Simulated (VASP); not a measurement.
Wanted: the native input for a VASP 6.6.1 run.

* Task: single point
* Functional: PBE
* Potentials or basis: VASP PAW PBE potentials, release 64 (Tl_d, Ga_d)
* Cutoff: 520 eV
* k mesh: 6 × 6 × 2
* Occupations: gaussian, width 0.1 eV
* Spin: no spin polarisation
* Dipole correction: no
* Further INCAR settings: ALGO = Fast; EDIFF = 1e-07; NBANDS = 48

The structure of TlGa2 lies in POSCAR:

```
TlGa2
1.0
    3.2966723957      0.0000000000      0.0000000000
   -1.6483361978      2.8550020426      0.0000000000
    0.0000000000      0.0000000000     12.8227037546
Tl Ga
2 4
Direct
    0.3333333333      0.6666666667      0.2500000000
    0.6666666667      0.3333333333      0.7500000000
    0.3333333333      0.6666666667      0.6275000000
    0.6666666667      0.3333333333      0.1275000000
    0.3333333333      0.6666666667      0.8725000000
    0.6666666667      0.3333333333      0.3725000000
```

These files were run (other wordings do the same):

INCAR

```
SYSTEM = TlGa2
PREC = Accurate
ENCUT = 520
EDIFF = 1E-7
ISMEAR = 0
SIGMA = 0.1
LREAL = .False.
LASPH = .True.
NELM = 100
ALGO = Fast
ISIF = 2
LWAVE = .False.
LCHARG = .True.
GGA = PE
LELF = .True.
LVHAR = .True.
NBANDS = 48
```

KPOINTS

```
Automatic mesh
0
Gamma
  6 6 2
  0 0 0
```

Potentials or basis: VASP PAW PBE potentials, release 64 (Tl_d, Ga_d).

Command:

```bash
$ cat potpaw_PBE.64/Tl_d/POTCAR potpaw_PBE.64/Ga_d/POTCAR > POTCAR
$ mpirun -np 1 vasp_std > vasp.out
```

Results of the run:

```
Pressure               : 38.7 GPa
Largest force          : 5.561 eV/Å
Band gap on the k mesh : zero (band 39 reaches 12.67 eV, above the bottom of band 40 at 4.77 eV)
```

Caveat: the k points lie up to 0.37 Å⁻¹ apart; spin-orbit coupling is left out, which moves the levels of the heavy elements; forces of over 1 eV/Å act on the atoms, so gaps and moduli don't describe the material at rest.

Wall time 64 s on 1 thread of Intel(R) Xeon(R) 6975P-C (Granite Rapids) (shared host), peak memory 0.29 GiB.
